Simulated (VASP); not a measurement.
# CaV4Pd3O12 (Im-3) in VASP: single point with PBE

Aim: the single point of CaV4Pd3O12 with PBE.

All numbers are computed with VASP 6.6.1; they aren't measurements. Logs are shortened: lines on timing, memory, paths and dates and some standing lists are left out, and cuts for length are marked.

### Step 1. The cell of the first run

Symmetry: Im-3, No. 204, cubic system. Conventional cell: a = 7.403 Å, b = 7.403 Å, c = 7.403 Å, α = 90.00°, β = 90.00°, γ = 90.00°. Within 3.4 Å of Ca (site symmetry m-3) lie 12 O at 2.56 Å and 8 V at 3.21 Å. V (site symmetry -3) has 6 O at 1.94 Å within 2.6 Å. Within 2.8 Å of Pd (site symmetry mmm) lie 8 O at 2.05 to 2.79 Å. O (site symmetry m) has 2 V at 1.94 Å and 2 Pd at 2.05 to 2.79 Å and 1 Ca at 2.56 Å and 9 O at 2.69 to 2.80 Å within 2.8 Å.

### Step 2. Single point, PBE, collinear spin, ferromagnetic start

INCAR reads:

```
ALGO = Normal ; EDIFF = 1E-7
ENCUT = 520 ; GGA = PE
ISIF = 2 ; ISMEAR = -1
ISPIN = 2 ; KPAR = 4
LASPH = True ; LCHARG = False
LMAXMIX = 4 ; LORBIT = 11
LREAL = Auto ; LWAVE = False
MAGMOM = 0 1 1 1 1 0 0 0 0 0 0 0 0 0 0 0 0 0 0 0 ; NBANDS = 102
NELM = 150 ; PREC = Accurate
SIGMA = 0.05
```

KPOINTS reads:

```
k-points
0
Gamma
  7 7 7
```

POSCAR reads:

```
CaV4Pd3O12
1.0
   -3.7015850000      3.7015850000      3.7015850000
    3.7015850000     -3.7015850000      3.7015850000
    3.7015850000      3.7015850000     -3.7015850000
Ca V Pd O
1 4 3 12
Direct
    0.0000000000      0.0000000000      0.0000000000
    0.5000000000      0.5000000000      0.5000000000
    0.0000000000      0.0000000000      0.5000000000
    0.5000000000      0.0000000000      0.0000000000
    0.0000000000      0.5000000000      0.0000000000
    0.0000000000      0.5000000000      0.5000000000
    0.5000000000      0.0000000000      0.5000000000
    0.5000000000      0.5000000000      0.0000000000
    0.4774589671      0.1841984740      0.2932604931
    0.8909379808      0.1841984740      0.7067395069
    0.5225410329      0.8158015260      0.7067395069
    0.1090620192      0.8158015260      0.2932604931
    0.2932604931      0.4774589671      0.1841984740
    0.7067395069      0.8909379808      0.1841984740
    0.7067395069      0.5225410329      0.8158015260
    0.2932604931      0.1090620192      0.8158015260
    0.1841984740      0.2932604931      0.4774589671
    0.1841984740      0.7067395069      0.8909379808
    0.8158015260      0.7067395069      0.5225410329
    0.8158015260      0.2932604931      0.1090620192
```

Potentials or basis: VASP PAW PBE potentials, release 64 (Ca_sv, V_sv, Pd, O).

Started as:

```
cat potpaw_PBE.64/Ca_sv/POTCAR potpaw_PBE.64/V_sv/POTCAR potpaw_PBE.64/Pd/POTCAR potpaw_PBE.64/O/POTCAR > POTCAR
mpirun -np 4 vasp_std > vasp.out
```

OUTCAR:

```text
EDIFF = 1E-7
   ENCUT = 520
   GGA = PE
   ISIF = 2
   ISMEAR = -1
   ISPIN = 2
   LASPH = True
   LORBIT = 11
   LREAL = Auto
   NELM = 150
   PREC = Accurate

 ion  position               nearest neighbor table
   1  0.000  0.000  0.000-   9 2.56  11 2.56  13 2.56  15 2.56  17 2.56  19 2.56  12 2.56  16 2.56
                            10 2.56  18 2.56  14 2.56  20 2.56
   2  0.500  0.500  0.500-   9 1.94  11 1.94  13 1.94  15 1.94  17 1.94  19 1.94
   3  0.000  0.000  0.500-  14 1.94  16 1.94  17 1.94  19 1.94  10 1.94  12 1.94
   4  0.500  0.000  0.000-  18 1.94  20 1.94   9 1.94  11 1.94  14 1.94  16 1.94
   5  0.000  0.500  0.000-  10 1.94  12 1.94  13 1.94  15 1.94  18 1.94  20 1.94
   6  0.000  0.500  0.500-  18 2.05  20 2.05  19 2.05  17 2.05
   7  0.500  0.000  0.500-  10 2.05  12 2.05  11 2.05   9 2.05
   8  0.500  0.500  0.000-  14 2.05  16 2.05  15 2.05  13 2.05
   9  0.477  0.184  0.293-   4 1.94   2 1.94   7 2.05   1 2.56
  10  0.891  0.184  0.707-   5 1.94   3 1.94   7 2.05   1 2.56
  11  0.523  0.816  0.707-   4 1.94   2 1.94   7 2.05   1 2.56
  12  0.109  0.816  0.293-   5 1.94   3 1.94   7 2.05   1 2.56
  13  0.293  0.477  0.184-   5 1.94   2 1.94   8 2.05   1 2.56
  14  0.707  0.891  0.184-   3 1.94   4 1.94   8 2.05   1 2.56
  15  0.707  0.523  0.816-   5 1.94   2 1.94   8 2.05   1 2.56
  16  0.293  0.109  0.816-   3 1.94   4 1.94   8 2.05   1 2.56
  17  0.184  0.293  0.477-   3 1.94   2 1.94   6 2.05   1 2.56
  18  0.184  0.707  0.891-   4 1.94   5 1.94   6 2.05   1 2.56
  19  0.816  0.707  0.523-   3 1.94   2 1.94   6 2.05   1 2.56
  20  0.816  0.293  0.109-   4 1.94   5 1.94   6 2.05   1 2.56

  LATTYP: Found a body centered cubic cell.
 ALAT       =     7.4031700000

  Lattice vectors:

 A1 = (  -3.7015850000,   3.7015850000,   3.7015850000)
 A2 = (   3.7015850000,  -3.7015850000,   3.7015850000)
 A3 = (   3.7015850000,   3.7015850000,  -3.7015850000)

Analysis of symmetry for initial positions (statically):
=====================================================================
 Subroutine PRICEL returns:
 Original cell was already a primitive cell.

 Routine SETGRP: Setting up the symmetry group for a
 body centered cubic supercell.

 Subroutine GETGRP returns: Found 24 space group operations
 (whereof 24 operations were pure point group operations)
 out of a pool of 48 trial point group operations.

The static configuration has the point symmetry T_h .

Analysis of symmetry for dynamics (positions and initial velocities):
=====================================================================
 Subroutine PRICEL returns:
 Original cell was already a primitive cell.

 Routine SETGRP: Setting up the symmetry group for a
 body centered cubic supercell.

 Subroutine GETGRP returns: Found 24 space group operations
 (whereof 24 operations were pure point group operations)
 out of a pool of 48 trial point group operations.

The dynamic configuration has the point symmetry T_h .

Analysis of structural, dynamic, and magnetic symmetry:
=====================================================================
 Subroutine PRICEL returns:
 Original cell was already a primitive cell.

 Routine SETGRP: Setting up the symmetry group for a
 body centered cubic supercell.

 Subroutine GETGRP returns: Found 24 space group operations
 (whereof 24 operations were pure point group operations)
 out of a pool of 48 trial point group operations.

The overall configuration has the point symmetry T_h .

 Subroutine INISYM returns: Found 24 space group operations
 (whereof 24 operations are pure point group operations),
 and found     1 'primitive' translations

----------------------------------------------------------------------------------------

                                     Primitive cell

  volume of cell :     202.8725

  direct lattice vectors                    reciprocal lattice vectors
    -3.701585000  3.701585000  3.701585000     0.000000000  0.135077271  0.135077271
     3.701585000 -3.701585000  3.701585000     0.135077271  0.000000000  0.135077271
     3.701585000  3.701585000 -3.701585000     0.135077271  0.135077271  0.000000000

  length of vectors
     6.411333289  6.411333289  6.411333289     0.191028109  0.191028109  0.191028109

  position of ions in fractional coordinates (direct lattice)
     0.000000000  0.000000000  0.000000000
     0.500000000  0.500000000  0.500000000
     0.000000000  0.000000000  0.500000000
[... 52 lines left out ...]
     0.000000000  0.019296753  0.019296753     0.142857143  0.000000000  0.000000000
     0.019296753  0.000000000  0.019296753     0.000000000  0.142857143  0.000000000
     0.019296753  0.019296753  0.000000000     0.000000000  0.000000000  0.142857143

  Length of vectors
     0.027289730  0.027289730  0.027289730

  Shift w.r.t. Gamma in fractional coordinates (k-lattice)
     0.000000000  0.000000000  0.000000000

 Subroutine IBZKPT returns following result:
 ===========================================

 Found     24 irreducible k-points:

 Following reciprocal coordinates:
            Coordinates               Weight
  0.000000  0.000000  0.000000      1.000000
  0.142857  0.000000  0.000000     12.000000
  0.285714  0.000000  0.000000     12.000000
  0.428571  0.000000  0.000000     12.000000
  0.142857  0.142857  0.000000     24.000000
  0.285714  0.142857 -0.000000     24.000000
[... 16 lines left out ...]
 -0.428571 -0.428571  0.285714      8.000000
 -0.428571  0.428571  0.428571      6.000000
   k-points           NKPTS =     24   k-points in BZ     NKDIM =     24   number of bands    NBANDS=    102
   number of dos      NEDOS =    301   number of ions     NIONS =     20
   total plane-waves  NPLWV = 110592
   dimension x,y,z NGX =    48 NGY =   48 NGZ =   48
   dimension x,y,z NGXF=    96 NGYF=   96 NGZF=   96
   ions per type =               1   4   3  12
   NGX,Y,Z   is equivalent  to a cutoff of  12.45, 12.45, 12.45 a.u.
   NGXF,Y,Z  is equivalent  to a cutoff of  24.89, 24.89, 24.89 a.u.
 SYSTEM =  unknown system
   PREC   = accura    normal or accurate (medium, high low for compatibility)
   ISTART =      0    job   : 0-new  1-cont  2-samecut
   ICHARG =      2    charge: 1-file 2-atom 10-const
   ISPIN  =      2    spin polarized calculation?
   LNONCOLLINEAR =      F non collinear calculations
   LSORBIT =      F    spin-orbit coupling
   LASPH  =      T    aspherical Exc in radial PAW
   ENCUT  =  520.0 eV  38.22 Ry    6.18 a.u.  11.92 11.92 11.92*2*pi/ulx,y,z
   NELM   =    150;   NELMIN=  2; NELMDL= -5     # of ELM steps
   EDIFF  = 0.1E-06   stopping-criterion for ELM
   LREAL  =      T    real-space projection
   EDIFFG = 0.1E-05   stopping-criterion for IOM
   NSW    =      0    number of steps for IOM
   IBRION =     -1    ionic relax: 0-MD 1-quasi-New 2-CG
   NFREE  =      0    steps in history (QN), initial steepest desc. (CG)
   ISIF   =      2    stress and relaxation
   ISYM   =      2    0-nonsym 1-usesym 2-fastsym
   POTIM  = 0.5000    time-step for ionic-motion
   TEBEG  =    0.0;   TEEND  =   0.0 temperature during run
   PSTRESS=    0.0 pullay stress
   NELECT =     164.0000    total number of electrons
   NUPDOWN=      -1.0000    fix difference up-down
   EMIN   =  10.00;   EMAX   =-10.00  energy-range for DOS
   EFERMI =   0.00;   METHOD = LEGACY
   ISMEAR =    -1;   SIGMA  =   0.05  broadening in eV -4-tet -1-fermi 0-gaus
   EFERMI_NEDOS =   21; number of points for ismear=-14 and -15
   IALGO  =     38    algorithm
   IMIX   =      4    mixing-type and parameters
     AMIX     =   0.40;   BMIX     =  1.00
     AMIX_MAG =   1.60;   BMIX_MAG =  1.00
  volume/ion in A,a.u.               =      10.14        68.45
  Fermi-wavevector in a.u.,A,eV,Ry     =   1.525042  2.881911 31.643780  2.325752
  Thomas-Fermi vector in A             =   2.633266
   LORBIT       =     11    0 simple, 1 ext, 2 COOP (PROOUT), +10 PAW based schemes
   GGA     = PE    functional components
   LHFCALC =     F    Hartree Fock is set to
   AEXX    =    0.0000 exact exchange contribution
   IVDW    =     0    specifies the selected vdW correction
   LEPSILON=     F    determine dielectric tensor
   LRPA    =     F    only Hartree local field effects (RPA)
 spin polarized calculation
  energy-cutoff  :      520.00
  volume of cell :      202.87
 maximum number of plane-waves:      5486
   NGX = 23   NGY = 23   NGZ = 23

 number of electron     164.0000035 magnetization       0.0042263

 number of electron     164.0000035 magnetization      -0.0003957

 Free energy of the ion-electron system (eV)
  ---------------------------------------------------
  ext. energy  EPLUGINS =         0.00000000
  ---------------------------------------------------
  free energy    TOTEN  =      -148.96203054 eV

  energy without entropy =     -148.87308673  energy(sigma->0) =     -148.91755864

 E-fermi :   7.2739     XC(G=0): -12.2451

 val. band max:        7.2645654570   @ k =   0.4286   0.0000   0.0000
 cond. band min:       7.3009508151   @ k =  -0.4286  -0.4286   0.1429
 fundamental gap:      0.0363853581
 Fermi energy:         7.2739373831

 spin component 1

 k-point     1 :       0.0000    0.0000    0.0000
  band No.  band energies     occupation
      1     -58.4448      1.00000
      2     -58.4422      1.00000
      3     -58.4422      1.00000
      4     -58.4422      1.00000
      5     -32.4004      1.00000
      6     -32.3580      1.00000
[... 2317 lines left out ...]
     93       8.7792      0.00000
     94       8.7811      0.00000
 Fermi energy:         7.2739373831

 spin component 2

 k-point     1 :       0.0000    0.0000    0.0000
  band No.  band energies     occupation
      1     -58.4449      1.00000
      2     -58.4423      1.00000
      3     -58.4423      1.00000
      4     -58.4423      1.00000
      5     -32.4004      1.00000
      6     -32.3581      1.00000
[... 2317 lines left out ...]
     93       8.7791      0.00000
     94       8.7811      0.00000
 [bands above 94 left out]

------------------------ aborting loop because EDIFF is reached ----------------------------------------

  FORCE on cell =-STRESS in cart. coord.  units (eV):
  Direction    XX          YY          ZZ          XY          YZ          ZX
  --------------------------------------------------------------------------------------
  -------------------------------------------------------------------------------------
  Total        4.5699884      4.5699884      4.5699884      0.0000000      0.0000000      0.0000000
  in kB       36.0912984     36.0912984     36.0912984      0.0000000      0.0000000      0.0000000
  external PRESSURE =      36.0912984 kB  Pullay stress =       0.0000000 kB

 VOLUME and BASIS-vectors are now :
 -----------------------------------------------------------------------------
  energy-cutoff  :      520.00
  volume of cell :      202.87
      direct lattice vectors                 reciprocal lattice vectors
    -3.701585000  3.701585000  3.701585000     0.000000000  0.135077271  0.135077271
     3.701585000 -3.701585000  3.701585000     0.135077271  0.000000000  0.135077271
     3.701585000  3.701585000 -3.701585000     0.135077271  0.135077271  0.000000000

 POSITION                                       TOTAL-FORCE (eV/Angst)
 -----------------------------------------------------------------------------------
      0.00000      0.00000      0.00000        -0.000000     -0.000000      0.000000
      1.85079      1.85079      1.85079        -0.000000     -0.000000      0.000000
      1.85079      1.85079     -1.85079        -0.000000     -0.000000      0.000000
     -1.85079      1.85079      1.85079        -0.000000     -0.000000      0.000000
      1.85079     -1.85079      1.85079        -0.000000     -0.000000      0.000000
      3.70159      0.00000      0.00000        -0.000000     -0.000000      0.000000
[... 12 lines left out ...]
      1.53053      2.33793      3.70158         0.114025     -0.130167      0.000000
     -1.53053      2.33793      3.70158        -0.114025     -0.130167     -0.000000
 -----------------------------------------------------------------------------------
    total drift:                                0.000000      0.000000     -0.000000

  FREE ENERGIE OF THE ION-ELECTRON SYSTEM (eV)
  ---------------------------------------------------
  free  energy   TOTEN  =      -148.9620305425 eV

  energy  without entropy=     -148.8730867329  energy(sigma->0) =     -148.91755864

 total charge

# of ion       s       p       d       tot
------------------------------------------
    1        2.022   5.864   0.263   8.149
    2        2.276   6.321   2.888  11.484
    3        2.276   6.321   2.888  11.484
    4        2.276   6.321   2.888  11.484
    5        2.276   6.321   2.888  11.484
    6        0.427   0.496   8.503   9.427
[... 12 lines left out ...]
   19        1.569   3.450   0.000   5.019
   20        1.569   3.450   0.000   5.019
--------------------------------------------------
tot         31.236  74.037  37.323 142.596

 magnetization (x)

# of ion       s       p       d       tot
------------------------------------------
    1       -0.000   0.000  -0.000  -0.000
    2       -0.000  -0.000  -0.000  -0.000
    3       -0.000  -0.000  -0.000  -0.000
    4       -0.000  -0.000  -0.000  -0.000
    5       -0.000  -0.000  -0.000  -0.000
    6        0.000   0.000  -0.000  -0.000
[... 12 lines left out ...]
   19       -0.000   0.000   0.000   0.000
   20       -0.000   0.000   0.000   0.000
--------------------------------------------------
tot          0.000   0.000  -0.000  -0.000
```

Wall time 9.3 min (4 MPI ranks of Intel Xeon Platinum 8559C (Emerald Rapids), shared host); peak memory 0.82 GiB.

What came out:

```
Free energy                                           : -148.9620 eV
Pressure                                              : 3.6 GPa
Largest force                                         : 0.173 eV/Å
Band gap on the k mesh                                : zero (filled and empty bands overlap)
Net moment                                            : 0.00 μB per cell
Valence electrons inside the program's atomic spheres : Ca 8.15; V 11.48; Pd 9.43; O 5.02
```

Forces in eV/Å, atoms in the order of the input:
```
Ca   0.000  0.000  0.000
V    0.000  0.000  0.000
V    0.000  0.000  0.000
V    0.000  0.000  0.000
V    0.000  0.000  0.000
Pd   0.000  0.000  0.000
Pd   0.000  0.000  0.000
Pd   0.000  0.000  0.000
O    0.000 -0.114  0.130
O    0.000  0.114  0.130
O    0.000  0.114 -0.130
O    0.000 -0.114 -0.130
O    0.130  0.000 -0.114
O    0.130  0.000  0.114
O   -0.130  0.000  0.114
O   -0.130  0.000 -0.114
O   -0.114  0.130  0.000
O    0.114  0.130  0.000
O    0.114 -0.130  0.000
O   -0.114 -0.130  0.000
```

Caveat: the cell stands under pressure; the moments typed at the start vanished in this run; semilocal functionals often make such compounds metallic where correlation or magnetic order opens a gap, which also shifts bond lengths.

The gap in the log of VASP goes by the Fermi energy; the results here count the filled bands.